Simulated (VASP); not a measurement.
# CdSe in VASP: settings compared

CdSe is run at these levels: PBE, r2SCAN; tasks: single point.

Program: VASP 6.6.1. These are calculated values, not measurements. Logs are shortened: lines on timing, memory, paths and dates and some standing lists are left out, and cuts for length are marked.

## 1. The cell of the first run

The typed cell holds 12 atoms: a = 7.621 Å, b = 7.622 Å, c = 7.622 Å, α = 89.98°, β = 89.94°, γ = 90.05°.

## 2. Single point, PBE

The input, INCAR:

```
SYSTEM = CdSe
  PREC = Accurate
  ENCUT = 520
  EDIFF = 1E-7
  ISMEAR = 0
  SIGMA = 0.1
  LREAL = .FALSE.
  LASPH = .TRUE.
  NELM = 60
  ALGO = Normal
  ISIF = 2
  LWAVE = .FALSE.
  LCHARG = .FALSE.
  GGA = PE
  NBANDS = 66
```

The input, KPOINTS:

```
Automatic mesh
0
G
  2 2 2
  0 0 0
```

The input, POSCAR:

```
CdSe
1.0
    7.6206357600     -0.0035818700      0.0039826640
   -0.0035531107      7.6216913137      0.0012753529
    0.0039587561      0.0012924227      7.6221710220
Cd Se
6 6
Direct
    0.5005041587      0.0004072497      0.7499602290
    0.7503871593      0.5029765808     -0.0011634128
    1.0007110678      0.7491539607      0.4987532350
    0.4990521394      0.0010387032      0.2498317904
    0.2503203507      0.4985659126      0.0015131838
   -0.0014766783      0.2492805114      0.5012883355
    1.0015451154      0.5002173878      0.7502805868
    0.7497235634     -0.0013586871      0.4987983023
    0.4987819714      0.7508734911     -0.0002687033
    0.9990175085      0.4981714955      0.2501592846
    0.2497455408     -0.0001864704      0.5009414988
    0.5016881031      0.2508598648     -0.0000943300
```

Potentials or basis: VASP PAW PBE potentials, release 64 (Cd, Se).

Command:

```
$ cat potpaw_PBE.64/Cd/POTCAR potpaw_PBE.64/Se/POTCAR > POTCAR
$ mpirun -np 1 vasp_std > vasp.out
```

OUTCAR:

```text
SYSTEM = CdSe
   PREC = Accurate
   ENCUT = 520
   EDIFF = 1E-7
   ISMEAR = 0
   LREAL = .FALSE.
   LASPH = .TRUE.
   NELM = 60
   ISIF = 2
   GGA = PE

 ion  position               nearest neighbor table
   1  0.501  0.000  0.750-   9 2.69  11 2.69   8 2.70  12 2.70
   2  0.750  0.503  0.999-   7 2.69   9 2.69  10 2.70  12 2.70
   3  0.001  0.749  0.499-  11 2.69  10 2.69   7 2.70   8 2.70
   4  0.499  0.001  0.250-  12 2.69   8 2.69  11 2.70   9 2.70
   5  0.250  0.499  0.002-  12 2.69  10 2.69   7 2.70   9 2.70
   6  0.999  0.249  0.501-   8 2.69  10 2.69   7 2.69  11 2.70
   7  0.002  0.500  0.750-   2 2.69   6 2.69   5 2.70   3 2.70
   8  0.750  0.999  0.499-   6 2.69   4 2.69   1 2.70   3 2.70
   9  0.499  0.751  1.000-   1 2.69   2 2.69   4 2.70   5 2.70
  10  0.999  0.498  0.250-   5 2.69   3 2.69   6 2.69   2 2.70
  11  0.250  1.000  0.501-   3 2.69   1 2.69   4 2.70   6 2.70
  12  0.502  0.251  1.000-   5 2.69   4 2.69   1 2.70   2 2.70

  LATTYP: Found a base centered monoclinic cell.
 ALAT       =    44.4045691446
 B/A-ratio  =     0.2427870451
 C/A-ratio  =     0.2970558631
 COS(beta)  =    -0.9901206266

  Lattice vectors:

 A1 = (  15.2298008971,   7.6119427283, -15.2351013631)
 A2 = (  15.2302065425,  15.2349264647,  -7.6116549882)
 A3 = (  -7.6131238932,  -7.6168170210,   7.6169130051)

Analysis of symmetry for initial positions (statically):
=====================================================================
 Subroutine PRICEL returns:
 Original cell was already a primitive cell.

 Routine SETGRP: Setting up the symmetry group for a
 base centered monoclinic supercell.

 Subroutine GETGRP returns: Found  1 space group operations
 (whereof  1 operations were pure point group operations)
 out of a pool of  4 trial point group operations.

The static configuration has the point symmetry C_1 .

Analysis of symmetry for dynamics (positions and initial velocities):
=====================================================================
 Subroutine PRICEL returns:
 Original cell was already a primitive cell.

 Routine SETGRP: Setting up the symmetry group for a
 base centered monoclinic supercell.

 Subroutine GETGRP returns: Found  1 space group operations
 (whereof  1 operations were pure point group operations)
 out of a pool of  4 trial point group operations.

The dynamic configuration has the point symmetry C_1 .

 Subroutine INISYM returns: Found  1 space group operations
[... 111 lines left out ...]
   NELECT =     108.0000    total number of electrons
   NUPDOWN=      -1.0000    fix difference up-down
   EMIN   =  10.00;   EMAX   =-10.00  energy-range for DOS
   EFERMI =   0.00;   METHOD = LEGACY
   ISMEAR =     0;   SIGMA  =   0.10  broadening in eV -4-tet -1-fermi 0-gaus
   EFERMI_NEDOS =   21; number of points for ismear=-14 and -15
   IALGO  =     38    algorithm
   IMIX   =      4    mixing-type and parameters
     AMIX     =   0.40;   BMIX     =  1.00
     AMIX_MAG =   1.60;   BMIX_MAG =  1.00
  volume/ion in A,a.u.               =      36.89       248.96
  Fermi-wavevector in a.u.,A,eV,Ry     =   1.022922  1.933042 14.236713  1.046369
  Thomas-Fermi vector in A             =   2.156627
   LORBIT       =      0    0 simple, 1 ext, 2 COOP (PROOUT), +10 PAW based schemes
   GGA     = PE    functional components
   LHFCALC =     F    Hartree Fock is set to
   AEXX    =    0.0000 exact exchange contribution
   IVDW    =     0    specifies the selected vdW correction
   LEPSILON=     F    determine dielectric tensor
   LRPA    =     F    only Hartree local field effects (RPA)
 non-spin polarized calculation
 Gauss-broadening in eV      SIGMA  =   0.10
  energy-cutoff  :      520.00
  volume of cell :      442.71
 maximum number of plane-waves:     11948
 NGX is ok and might be reduce to    60
   NGX = 29   NGY = 29   NGZ = 29

 number of electron     107.9999957 magnetization

 Free energy of the ion-electron system (eV)
  ---------------------------------------------------
  ext. energy  EPLUGINS =         0.00000000
  ---------------------------------------------------
  free energy    TOTEN  =       -31.85947376 eV

  energy without entropy =      -31.85947225  energy(sigma->0) =      -31.85947301

 E-fermi :  -0.1972     XC(G=0):  -7.3772

 val. band max:       -0.5129117428   @ k =   0.0000   0.0000   0.0000
 cond. band min:       0.1056101168   @ k =   0.0000   0.0000   0.0000
 fundamental gap:      0.6185218595
 Fermi energy:        -0.1971877231

 k-point     1 :       0.0000    0.0000    0.0000
  band No.  band energies     occupation
      1     -12.8269      2.00000
      2     -12.5537      2.00000
      3     -12.5523      2.00000
      4     -12.3256      2.00000
      5     -12.3246      2.00000
      6     -12.3224      2.00000
[... 541 lines left out ...]
     65       4.2256      0.00000
     66       4.2274      0.00000

------------------------ aborting loop because EDIFF is reached ----------------------------------------

  FORCE on cell =-STRESS in cart. coord.  units (eV):
  Direction    XX          YY          ZZ          XY          YZ          ZX
  --------------------------------------------------------------------------------------
  -------------------------------------------------------------------------------------
  Total        0.5022155      0.4863847      0.4941496      0.0865713     -0.0879754      0.0747350
  in kB        1.8175219      1.7602301      1.7883314      0.3133024     -0.3183835      0.2704665
  external PRESSURE =       1.7886945 kB  Pullay stress =       0.0000000 kB

 VOLUME and BASIS-vectors are now :
 -----------------------------------------------------------------------------
  energy-cutoff  :      520.00
  volume of cell :      442.71
      direct lattice vectors                 reciprocal lattice vectors
     7.620635760 -0.003581870  0.003982664     0.131222712  0.000061185 -0.000068164
    -0.003553111  7.621691314  0.001275353     0.000061681  0.131204507 -0.000022279
     0.003958756  0.001292423  7.622171022    -0.000068576 -0.000021985  0.131196256

 POSITION                                       TOTAL-FORCE (eV/Angst)
 -----------------------------------------------------------------------------------
      3.81713      0.00228      5.71832        -0.000079      0.006447     -0.007647
      5.72059      3.83214      7.61693        -0.005434     -0.006652      0.002601
      0.00473      5.71046      3.80254        -0.001752     -0.004287      0.004937
      3.80408      0.00645      1.90625        -0.003557     -0.004967      0.000246
      1.90583      3.79902      0.01317         0.001422      0.002952     -0.005641
      7.61048      1.89701      3.82520         0.011259     -0.009311      0.004603
      0.01297      3.81347      5.71941        -0.009499      0.003647     -0.011557
      5.71180      7.60930      3.80619         0.002096     -0.005098      0.015534
      3.80233      5.72243      7.62307         0.004821     -0.015593      0.019148
      7.61237      3.79365      1.91137         0.003676      0.019514     -0.001489
      1.90165      7.62002      3.82053         0.001099      0.025052     -0.011763
      3.82625      1.91147      7.62377        -0.004052     -0.011704     -0.008972
 -----------------------------------------------------------------------------------
    total drift:                               -0.000139     -0.000215     -0.000011

  FREE ENERGIE OF THE ION-ELECTRON SYSTEM (eV)
  ---------------------------------------------------
  free  energy   TOTEN  =       -31.8594737595 eV

  energy  without entropy=      -31.8594722525  energy(sigma->0) =      -31.85947301
```

Wall time 7.7 min (1 thread of Intel Xeon Platinum 8259CL at 2.50GHz (Skylake/Cascade Lake), shared host); peak memory 0.57 GiB.

What came out:

| Item | Value |
| --- | --- |
| Free energy | -31.8595 eV |
| Pressure | 0.2 GPa |
| Largest force | 0.028 eV/Å |
| Band gap on the k mesh | 0.62 eV |

Forces in eV/Å, atoms in the order of the input:
```
Cd   0.000  0.006 -0.008
Cd  -0.005 -0.007  0.003
Cd  -0.002 -0.004  0.005
Cd  -0.004 -0.005  0.000
Cd   0.001  0.003 -0.006
Cd   0.011 -0.009  0.005
Se  -0.009  0.004 -0.012
Se   0.002 -0.005  0.016
Se   0.005 -0.016  0.019
Se   0.004  0.020 -0.001
Se   0.001  0.025 -0.012
Se  -0.004 -0.012 -0.009
```

Levels at points of the mesh, in eV from the valence-band top:
```tsv
k point	band 52	band 53	band 54	band 55	band 56	band 57
(0.00, 0.00, 0.00)	-0.01	0.00	0.00	0.62	2.76	2.77
(0.50, 0.00, 0.00)	-0.65	-0.14	-0.14	2.24	2.24	2.96
(0.00, 0.50, 0.00)	-0.65	-0.14	-0.14	2.24	2.24	2.96
(0.00, 0.00, 0.50)	-0.65	-0.14	-0.14	2.24	2.24	2.96
(0.50, 0.50, 0.00)	-0.75	-0.72	-0.19	2.60	2.96	3.12
(0.50, 0.00, 0.50)	-0.75	-0.72	-0.18	2.60	2.96	3.12
(0.00, 0.50, 0.50)	-0.75	-0.72	-0.18	2.60	2.96	3.12
(0.50, 0.50, 0.50)	-0.96	-0.96	-0.96	3.70	3.70	3.71
```

## 3. Single point, PBE

The input, INCAR:

```
PREC     = Accurate       # precision mode
ENCUT    = 520            # plane-wave cutoff, eV
EDIFF    = 1E-6           # SCF threshold, eV
ISMEAR   = 0              # smearing method
SIGMA    = 0.02           # smearing width, eV
LREAL    = False          # projectors in reciprocal space
LASPH    = True           # aspherical terms in the spheres
NELM     = 100            # most SCF steps
ALGO     = Normal         # electronic algorithm
ISIF     = 2              # what is computed and relaxed
LWAVE    = False          # write WAVECAR
LCHARG   = False          # write CHGCAR
GGA      = PE             # functional
NBANDS   = 66             # bands
```

The input, KPOINTS:

```
regular mesh
0
Gamma
  4 4 4
```

The input, POSCAR:

```
CdSe
1.0
    7.6165852965      0.0000000000      0.0000000000
    0.0000000000      7.6165852965      0.0000000000
    0.0000000000      0.0000000000      7.6165852965
Cd Se
6 6
Direct
    0.5000000000      0.0000000000      0.7500000000
    0.7500000000      0.5000000000      0.0000000000
    0.0000000000      0.7500000000      0.5000000000
    0.5000000000      0.0000000000      0.2500000000
    0.2500000000      0.5000000000      0.0000000000
    0.0000000000      0.2500000000      0.5000000000
    0.0000000000      0.5000000000      0.7500000000
    0.7500000000      0.0000000000      0.5000000000
    0.5000000000      0.7500000000      0.0000000000
    0.0000000000      0.5000000000      0.2500000000
    0.2500000000      0.0000000000      0.5000000000
    0.5000000000      0.2500000000      0.0000000000
```

Potentials or basis: VASP PAW PBE potentials, release 64 (Cd, Se).

Command:

```
$ cat potpaw_PBE.64/Cd/POTCAR potpaw_PBE.64/Se/POTCAR > POTCAR
$ mpirun -np 1 vasp_std > vasp.out
```

Run time: 6.2 min. Hardware: 1 thread of Intel Xeon Platinum 8259CL at 2.50GHz (Skylake/Cascade Lake), shared host; peak memory 0.61 GiB.

Results (log left out):

```yaml
Free_energy: -32.1311 eV
Pressure: 0.2 GPa
Band_gap_on_the_k_mesh: 0.64 eV
```

Levels at points of the mesh, in eV from the valence-band top:
```csv
k point,band 50,band 51,band 52,band 53,band 54,band 55,band 56,band 57,band 58,band 59
"(0.00, 0.00, 0.00)",-1.09,-1.09,0.00,0.00,0.00,0.64,2.79,2.79,2.79,3.22
"(0.50, 0.00, 0.00)",-1.23,-0.64,-0.64,-0.14,-0.14,2.26,2.26,2.98,2.98,3.53
"(0.50, 0.50, 0.00)",-0.94,-0.74,-0.74,-0.71,-0.18,2.62,2.98,3.15,3.15,3.96
"(0.50, 0.50, 0.50)",-1.39,-0.95,-0.95,-0.95,-0.95,3.73,3.73,3.73,3.73,3.73
```

## 4. Single point, r2SCAN

POSCAR is that of step 3.

The input, INCAR.step1:

```
SYSTEM = CdSe
ALGO = Normal ; EDIFF = 1E-4
ENCUT = 520 ; GGA = PE
ISMEAR = 0 ; LASPH = .True.
LCHARG = .False. ; LREAL = .False.
LWAVE = .True. ; NBANDS = 66
NELM = 80 ; PREC = Accurate
SIGMA = 0.02
```

The input, INCAR.step2:

```
SYSTEM = CdSe
ALGO = Normal ; EDIFF = 1E-6
ENCUT = 520 ; ISIF = 2
ISMEAR = 0 ; ISTART = 1
LASPH = .True. ; LCHARG = .False.
LMIXTAU = .True. ; LREAL = .False.
LWAVE = .False. ; METAGGA = R2SCAN
NBANDS = 66 ; NELM = 80
PREC = Accurate ; SIGMA = 0.02
```

The input, KPOINTS:

```
k-points
0
Gamma
  4 4 4
  0 0 0
```

Command:

```
$ cat potpaw_PBE.64/Cd/POTCAR potpaw_PBE.64/Se/POTCAR > POTCAR
$ cp INCAR.step1 INCAR
$ mpirun -np 1 vasp_std > vasp.out
$ cp INCAR.step2 INCAR
$ mpirun -np 1 vasp_std > vasp.out
```

Wall time 9.7 min (1 thread of Intel Xeon 6975P-C (Granite Rapids), shared host); peak memory 0.64 GiB.

The run converged. Its results:

- Free energy: -214.1979 eV
- Pressure: -0.9 GPa
- Band gap on the k mesh: 1.12 eV

Levels at points of the mesh, in eV from the valence-band top:
| k point | band 52 | band 53 | band 54 | band 55 | band 56 | band 57 |
| --- | --- | --- | --- | --- | --- | --- |
| (0.00, 0.00, 0.00) | 0.00 | 0.00 | 0.00 | 1.12 | 3.19 | 3.19 |
| (0.50, 0.00, 0.00) | -0.67 | -0.13 | -0.13 | 2.71 | 2.71 | 3.34 |
| (0.50, 0.50, 0.00) | -0.77 | -0.74 | -0.18 | 3.09 | 3.38 | 3.57 |
| (0.50, 0.50, 0.50) | -0.98 | -0.98 | -0.98 | 4.17 | 4.17 | 4.17 |

Caveat: the PAW data sets were made with another functional, which shifts forces and pressure a little.

## 5. Overview

| level | cell | k mesh | smearing | gap on the mesh (eV) | pressure (GPa) |
| --- | --- | --- | --- | --- | --- |
| PBE | a = 7.621, b = 7.622, c = 7.622 Å, angles 90.0, 89.9, 90.1°, 12 atoms, atomic positions A | 2 × 2 × 2 | gaussian 0.1 eV | 0.62 | 0.2 |
| PBE | a = 7.617 Å, 12 atoms, atomic positions B | 4 × 4 × 4 | gaussian 0.02 eV | 0.64 | 0.2 |
| r2SCAN | a = 7.617 Å, 12 atoms, atomic positions B | 4 × 4 × 4 | gaussian 0.02 eV | 1.12 | -0.9 |

Alike in all rows: task single point; potentials or basis VASP PAW PBE potentials, release 64 (Cd, Se); no spin polarisation; cutoff (eV) 520.

Caveats: the PAW data sets were made with another functional, which shifts forces and pressure a little (at least some runs).

Absolute energies hang on the potentials; compare differences alone.
